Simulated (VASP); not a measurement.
# Rb in VASP: single point with LDA

Aim: the single point of Rb with LDA.

All numbers are computed with VASP 6.6.1; they aren't measurements. Logs are shortened: lines on timing, memory, paths and dates and some standing lists are left out, and cuts for length are marked.

**1. The cell of the first run**

The cell holds a slab with vacuum, 8 atoms: a = 5.089 Å, b = 5.089 Å, c = 46.547 Å, α = 90.00°, β = 90.00°, γ = 120.00°.

**2. Single point, LDA**

File INCAR:

```
SYSTEM = Rb
ALGO     = Normal         ! electronic algorithm
DIPOL    = 0.5 0.5 0.492
EDIFF    = 1E-6           ! SCF threshold, eV
ENCUT    = 520            ! plane-wave cutoff, eV
GGA      = CA             ! functional
IDIPOL   = 3            
ISIF     = 2              ! what is computed and relaxed
ISMEAR   = 0              ! smearing method
LASPH    = .True.         ! aspherical terms in the spheres
LCHARG   = .False.        ! write CHGCAR
LDIPOL   = .True.       
LREAL    = .False.        ! projectors in reciprocal space
LWAVE    = .False.        ! write WAVECAR
NBANDS   = 46             ! bands
NELM     = 100            ! most SCF steps
PREC     = Accurate       ! precision mode
SIGMA    = 0.1            ! smearing width, eV
```

File KPOINTS:

```
k-points
0
Gamma
  6 6 1
  0 0 0
```

File POSCAR:

```
Rb
1.0
    5.0887797778      0.0000000000      0.0000000000
   -2.5443898889      4.4070125619      0.0000000000
    0.0000000000      0.0000000000     46.5465202968
Rb
8
Direct
    0.6666666667      0.3333333333      0.1826130062
    0.0000000000      0.0000000000      0.2732950030
    0.3333333333      0.6666666667      0.3639769997
    0.0000000000      0.0000000000      0.4546589965
    0.6666666667      0.3333333333      0.5394791124
    0.0000000000      0.0000000000      0.6250770518
    0.3333333333      0.6666666667      0.7074945765
    0.0000000000      0.0000000000      0.7891132307
```

Potentials or basis: VASP PAW LDA potentials, release 64 (Rb_sv).

Started as:

```console
$ cat potpaw_LDA.64/Rb_sv/POTCAR > POTCAR
$ mpirun -np 1 vasp_std > vasp.out
```

OUTCAR:

```text
SYSTEM = Rb
   EDIFF = 1E-6
   ENCUT = 520
   GGA = CA
   ISIF = 2
   ISMEAR = 0
   LASPH = .True.
   LREAL = .False.
   NELM = 100
   PREC = Accurate

 ion  position               nearest neighbor table
   1  0.667  0.333  0.183-   2 5.14   2 5.14   2 5.14
   2  0.000  0.000  0.273-   3 5.14   3 5.14   3 5.14   1 5.14   1 5.14   1 5.14
   3  0.333  0.667  0.364-   2 5.14   2 5.14   2 5.14   4 5.14   4 5.14   4 5.14
   4  0.000  0.000  0.455-   5 4.92   5 4.92   5 4.92   3 5.14   3 5.14   3 5.14
   5  0.667  0.333  0.539-   4 4.92   4 4.92   4 4.92   6 4.95   6 4.95   6 4.95
   6  0.000  0.000  0.625-   7 4.83   7 4.83   7 4.83   5 4.95   5 4.95   5 4.95
   7  0.333  0.667  0.707-   8 4.80   8 4.80   8 4.80   6 4.83   6 4.83   6 4.83
   8  0.000  0.000  0.789-   7 4.80   7 4.80   7 4.80

  LATTYP: Found a hexagonal cell.
 ALAT       =     5.0887797778
 C/A-ratio  =     9.1468922471

  Lattice vectors:

 A1 = (   5.0887797778,   0.0000000000,   0.0000000000)
 A2 = (  -2.5443898889,   4.4070125619,   0.0000000000)
 A3 = (   0.0000000000,   0.0000000000,  46.5465202968)

Analysis of symmetry for initial positions (statically):
=====================================================================
 Subroutine PRICEL returns:
 Original cell was already a primitive cell.

 Routine SETGRP: Setting up the symmetry group for a
 hexagonal supercell.

 Subroutine GETGRP returns: Found  6 space group operations
 (whereof  6 operations were pure point group operations)
 out of a pool of 24 trial point group operations.

The static configuration has the point symmetry C_3v.

Analysis of symmetry for dynamics (positions and initial velocities):
=====================================================================
 Subroutine PRICEL returns:
 Original cell was already a primitive cell.

 Routine SETGRP: Setting up the symmetry group for a
 hexagonal supercell.

 Subroutine GETGRP returns: Found  6 space group operations
 (whereof  6 operations were pure point group operations)
 out of a pool of 24 trial point group operations.

The dynamic configuration has the point symmetry C_3v.

 Subroutine INISYM returns: Found  6 space group operations
 (whereof  6 operations are pure point group operations),
 and found     1 'primitive' translations

----------------------------------------------------------------------------------------

                                     Primitive cell

  volume of cell :    1043.8670

  direct lattice vectors                    reciprocal lattice vectors
     5.088779778  0.000000000  0.000000000     0.196510764  0.113455542  0.000000000
    -2.544389889  4.407012562  0.000000000     0.000000000  0.226911085  0.000000000
     0.000000000  0.000000000 46.546520297     0.000000000  0.000000000  0.021483883

  length of vectors
     5.088779778  5.088779778 46.546520297     0.226911085  0.226911085  0.021483883

  position of ions in fractional coordinates (direct lattice)
     0.666666667  0.333333333  0.182613006
     0.000000000  0.000000000  0.273295003
     0.333333333  0.666666667  0.363977000
     0.000000000  0.000000000  0.454658997
     0.666666667  0.333333333  0.539479112
     0.000000000  0.000000000  0.625077052
     0.333333333  0.666666667  0.707494576
     0.000000000  0.000000000  0.789113231

  ion indices of the primitive-cell ions
   primitive index   ion index
                 1           1
                 2           2
                 3           3
                 4           4
                 5           5
                 6           6
                 7           7
                 8           8

----------------------------------------------------------------------------------------

 KPOINTS: k-points

Automatic generation of k-mesh.
 Grid dimensions read from file:
 generate k-points for:    6    6    1

 Generating k-lattice:

  Cartesian coordinates                     Fractional coordinates (reciprocal lattice)
     0.032751794  0.018909257  0.000000000     0.166666667  0.000000000  0.000000000
     0.000000000  0.037818514  0.000000000     0.000000000  0.166666667  0.000000000
     0.000000000  0.000000000  0.021483883     0.000000000  0.000000000  1.000000000

  Length of vectors
     0.037818514  0.037818514  0.021483883

  Shift w.r.t. Gamma in fractional coordinates (k-lattice)
     0.000000000  0.000000000  0.000000000

 Subroutine IBZKPT returns following result:
 ===========================================

 Found      7 irreducible k-points:

 Following reciprocal coordinates:
            Coordinates               Weight
  0.000000  0.000000  0.000000      1.000000
  0.166667  0.000000  0.000000      6.000000
  0.333333 -0.000000  0.000000      6.000000
  0.500000 -0.000000  0.000000      3.000000
  0.166667  0.166667  0.000000      6.000000
  0.333333  0.166667  0.000000     12.000000
  0.333333  0.333333  0.000000      2.000000
   k-points           NKPTS =      7   k-points in BZ     NKDIM =      7   number of bands    NBANDS=     46
   number of dos      NEDOS =    301   number of ions     NIONS =      8
   total plane-waves  NPLWV = 560000
   dimension x,y,z NGX =    40 NGY =   40 NGZ =  350
   dimension x,y,z NGXF=    80 NGYF=   80 NGZF=  700
   ions per type =               8
   NGX,Y,Z   is equivalent  to a cutoff of  13.07, 13.07, 12.50 a.u.
   NGXF,Y,Z  is equivalent  to a cutoff of  26.14, 26.14, 25.00 a.u.
 SYSTEM =  Rb
   PREC   = accura    normal or accurate (medium, high low for compatibility)
   ISTART =      0    job   : 0-new  1-cont  2-samecut
   ICHARG =      2    charge: 1-file 2-atom 10-const
   ISPIN  =      1    spin polarized calculation?
   LNONCOLLINEAR =      F non collinear calculations
   LSORBIT =      F    spin-orbit coupling
   LASPH  =      T    aspherical Exc in radial PAW
   ENCUT  =  520.0 eV  38.22 Ry    6.18 a.u.   9.46  9.46 86.55*2*pi/ulx,y,z
   NELM   =    100;   NELMIN=  2; NELMDL= -5     # of ELM steps
   EDIFF  = 0.1E-05   stopping-criterion for ELM
   LREAL  =      F    real-space projection
   EDIFFG = 0.1E-04   stopping-criterion for IOM
   NSW    =      0    number of steps for IOM
   IBRION =     -1    ionic relax: 0-MD 1-quasi-New 2-CG
   NFREE  =      0    steps in history (QN), initial steepest desc. (CG)
   ISIF   =      2    stress and relaxation
   ISYM   =      2    0-nonsym 1-usesym 2-fastsym
   POTIM  = 0.5000    time-step for ionic-motion
   TEBEG  =    0.0;   TEEND  =   0.0 temperature during run
   PSTRESS=    0.0 pullay stress
   NELECT =      72.0000    total number of electrons
   NUPDOWN=      -1.0000    fix difference up-down
   EMIN   =  10.00;   EMAX   =-10.00  energy-range for DOS
   EFERMI =   0.00;   METHOD = LEGACY
   ISMEAR =     0;   SIGMA  =   0.10  broadening in eV -4-tet -1-fermi 0-gaus
   EFERMI_NEDOS =   21; number of points for ismear=-14 and -15
   IALGO  =     38    algorithm
   IMIX   =      4    mixing-type and parameters
     AMIX     =   0.40;   BMIX     =  1.00
     AMIX_MAG =   1.60;   BMIX_MAG =  1.00
  volume/ion in A,a.u.               =     130.48       880.55
  Fermi-wavevector in a.u.,A,eV,Ry     =   0.671383  1.268731  6.132903  0.450756
  Thomas-Fermi vector in A             =   1.747186
   LORBIT       =      0    0 simple, 1 ext, 2 COOP (PROOUT), +10 PAW based schemes
   GGA     = CA    functional components
   LHFCALC =     F    Hartree Fock is set to
   AEXX    =    0.0000 exact exchange contribution
   IVDW    =     0    specifies the selected vdW correction
   LEPSILON=     F    determine dielectric tensor
   LRPA    =     F    only Hartree local field effects (RPA)
 non-spin polarized calculation
 Gauss-broadening in eV      SIGMA  =   0.10
  energy-cutoff  :      520.00
  volume of cell :     1043.87
 maximum number of plane-waves:     28231
 NGX is ok and might be reduce to    40
   NGX = 19   NGY = 19   NGZ =173

 dipolmoment           0.000000      0.000000      0.000985 electrons x Angstroem

 number of electron      72.0000000 magnetization

 dipolmoment           0.000000      0.000000     -0.003177 electrons x Angstroem

 Free energy of the ion-electron system (eV)
  ---------------------------------------------------
  ext. energy  EPLUGINS =         0.00000000
  ---------------------------------------------------
  free energy    TOTEN  =        -8.04529412 eV

  energy without entropy =       -8.00371860  energy(sigma->0) =       -8.02450636

 E-fermi :  -0.8641     XC(G=0):  -4.2288

 val. band max:       -0.8662518307   @ k =   0.3333   0.1667   0.0000
 cond. band min:      -0.8640465395   @ k =   0.0000   0.0000   0.0000
 fundamental gap:      0.0022052913
 Fermi energy:        -0.8640554031

 k-point     1 :       0.0000    0.0000    0.0000
  band No.  band energies     occupation
      1     -29.8320      2.00000
      2     -29.7899      2.00000
      3     -29.6346      2.00000
      4     -29.6329      2.00000
      5     -29.6279      2.00000
      6     -29.6218      2.00000
[... 38 lines left out ...]
     45       1.1479      0.00000
     46       1.5287      0.00000

 k-point     2 :       0.1667    0.0000    0.0000
  band No.  band energies     occupation
      1     -29.8314      2.00000
      2     -29.7893      2.00000
      3     -29.6339      2.00000
      4     -29.6324      2.00000
      5     -29.6273      2.00000
      6     -29.6212      2.00000
[... 38 lines left out ...]
     45       1.2324      0.00000
     46       1.5617      0.00000

 k-point     3 :       0.3333   -0.0000    0.0000
  band No.  band energies     occupation
      1     -29.8303      2.00000
      2     -29.7881      2.00000
      3     -29.6326      2.00000
      4     -29.6314      2.00000
      5     -29.6260      2.00000
      6     -29.6202      2.00000
[... 38 lines left out ...]
     45       0.7429      0.00000
     46       0.8615      0.00000

 k-point     4 :       0.5000   -0.0000    0.0000
  band No.  band energies     occupation
      1     -29.8297      2.00000
      2     -29.7876      2.00000
      3     -29.6319      2.00000
      4     -29.6309      2.00000
      5     -29.6254      2.00000
      6     -29.6197      2.00000
[... 38 lines left out ...]
     45       0.4811      0.00000
     46       0.6255      0.00000

 k-point     5 :       0.1667    0.1667    0.0000
  band No.  band energies     occupation
      1     -29.8305      2.00000
      2     -29.7884      2.00000
      3     -29.6329      2.00000
      4     -29.6316      2.00000
      5     -29.6264      2.00000
      6     -29.6205      2.00000
[... 38 lines left out ...]
     45       1.0575      0.00000
     46       1.1347      0.00000

 k-point     6 :       0.3333    0.1667    0.0000
  band No.  band energies     occupation
      1     -29.8297      2.00000
      2     -29.7876      2.00000
      3     -29.6319      2.00000
      4     -29.6309      2.00000
      5     -29.6254      2.00000
      6     -29.6197      2.00000
[... 38 lines left out ...]
     45       0.5896      0.00000
     46       0.7216      0.00000

 k-point     7 :       0.3333    0.3333    0.0000
  band No.  band energies     occupation
      1     -29.8294      2.00000
      2     -29.7873      2.00000
      3     -29.6316      2.00000
      4     -29.6307      2.00000
      5     -29.6251      2.00000
      6     -29.6194      2.00000
[... 38 lines left out ...]
     45       0.4281      0.00000
     46       0.4342      0.00000

------------------------ aborting loop because EDIFF is reached ----------------------------------------

 vacuum level on the upper side and lower side of the slab       (xc-potential included)        -0.165        -0.137

  FORCE on cell =-STRESS in cart. coord.  units (eV):
  Direction    XX          YY          ZZ          XY          YZ          ZX
  --------------------------------------------------------------------------------------
  -------------------------------------------------------------------------------------
  Total       -1.9381504     -1.9381504     -1.4637612      0.0000000      0.0000000      0.0000000
  in kB       -2.9747666     -2.9747666     -2.2466512      0.0000000      0.0000000      0.0000000
  external PRESSURE =      -2.7320615 kB  Pullay stress =       0.0000000 kB

 VOLUME and BASIS-vectors are now :
 -----------------------------------------------------------------------------
  energy-cutoff  :      520.00
  volume of cell :     1043.87
      direct lattice vectors                 reciprocal lattice vectors
     5.088779778  0.000000000  0.000000000     0.196510764  0.113455542  0.000000000
    -2.544389889  4.407012562  0.000000000     0.000000000  0.226911085  0.000000000
     0.000000000  0.000000000 46.546520297     0.000000000  0.000000000  0.021483883

 POSITION                                       TOTAL-FORCE (eV/Angst)
 -----------------------------------------------------------------------------------
      2.54439      1.46900      8.50000        -0.000000     -0.000000      0.069007
      0.00000      0.00000     12.72093         0.000000     -0.000000      0.011198
     -0.00000      2.93801     16.94186         0.000000     -0.000000     -0.011943
      0.00000      0.00000     21.16279         0.000000     -0.000000     -0.019492
      2.54439      1.46900     25.11088         0.000000     -0.000000     -0.006661
      0.00000      0.00000     29.09516         0.000000     -0.000000     -0.012135
     -0.00000      2.93801     32.93141        -0.000000      0.000000     -0.014678
      0.00000      0.00000     36.73048         0.000000      0.000000     -0.015297
 -----------------------------------------------------------------------------------
    total drift:                               -0.000000      0.000000      0.000094

  FREE ENERGIE OF THE ION-ELECTRON SYSTEM (eV)
  ---------------------------------------------------
  free  energy   TOTEN  =        -8.0452941247 eV

  energy  without entropy=       -8.0037185996  energy(sigma->0) =       -8.02450636

 vacuum level on the upper side and lower side of the slab         1.416         1.440
```

It took 27 min on 1 thread of Intel Xeon 8259CL, shared host; peak memory 0.78 GiB.

Results:

| Quantity | Value |
| --- | --- |
| Free energy | -8.0453 eV |
| Largest force | 0.069 eV/Å |
| Band gap on the k mesh | zero (bands 36 and 37 overlap by 1.95 eV) |

Forces in eV/Å, atoms in the order of the input:
```
Rb   0.000  0.000  0.069
Rb   0.000  0.000  0.011
Rb   0.000  0.000 -0.012
Rb   0.000  0.000 -0.019
Rb   0.000  0.000 -0.007
Rb   0.000  0.000 -0.012
Rb   0.000  0.000 -0.015
Rb   0.000  0.000 -0.015
```
